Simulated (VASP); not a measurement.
Wanted: the native input for a VASP 6.6.1 run.

```
Task                   : single point
Functional             : PBE
Potentials or basis    : VASP PAW PBE potentials, release 64 (Cu, O)
Cutoff                 : 520 eV
k mesh                 : 10 × 10 × 6
Occupations            : fermi-dirac, width 0.05 eV
Spin                   : no spin polarisation
Dipole correction      : no
Further INCAR settings : ALGO = Normal; EDIFF = 1e-06; NBANDS = 25
```

The structure of CuO lies in POSCAR:

```
CuO
1.0
    0.0000000000     -2.1444126677     -2.1444126677
   -2.1444126677      0.0000000000     -2.1444126677
    2.1444126677      2.1444126677     -4.2888253355
Cu O
2 2
Direct
    0.5038875400      0.4769880100      0.4880064000
    0.0038875400      0.9769880100      0.9880064000
    0.7461124600      0.7730119900      0.7619936000
    0.2461124600      0.2730119900      0.2619936000
```

These files were run (other wordings do the same):

INCAR

```
PREC = Accurate
ENCUT = 520
EDIFF = 1E-6
ISMEAR = -1
SIGMA = 0.05
LREAL = F
LASPH = T
NELM = 80
ALGO = Normal
ISIF = 2
LWAVE = F
LCHARG = F
GGA = PE
NBANDS = 25
```

KPOINTS

```
regular mesh
0
Gamma
  10 10 6
```

Potentials or basis: VASP PAW PBE potentials, release 64 (Cu, O).

Run with:

```sh
$ cat potpaw_PBE.64/Cu/POTCAR potpaw_PBE.64/O/POTCAR > POTCAR
$ mpirun -np 1 vasp_std > vasp.out
```

Results of the run:

| Quantity | Value |
| --- | --- |
| Pressure | -1.1 GPa |
| Largest force | 1.038 eV/Å |
| Band gap on the k mesh | zero (bands 17 and 18 overlap by 1.07 eV) |

Caveat: the stress differs along the axes, from -4 to 3 GPa; semilocal functionals often make such compounds metallic where correlation or magnetic order opens a gap, which also shifts bond lengths; forces of over 1 eV/Å act on the atoms, so gaps and moduli don't describe the material at rest.

It took 4.6 min on 1 thread of Intel Xeon 8259CL, on a shared host, peak memory 0.35 GiB.
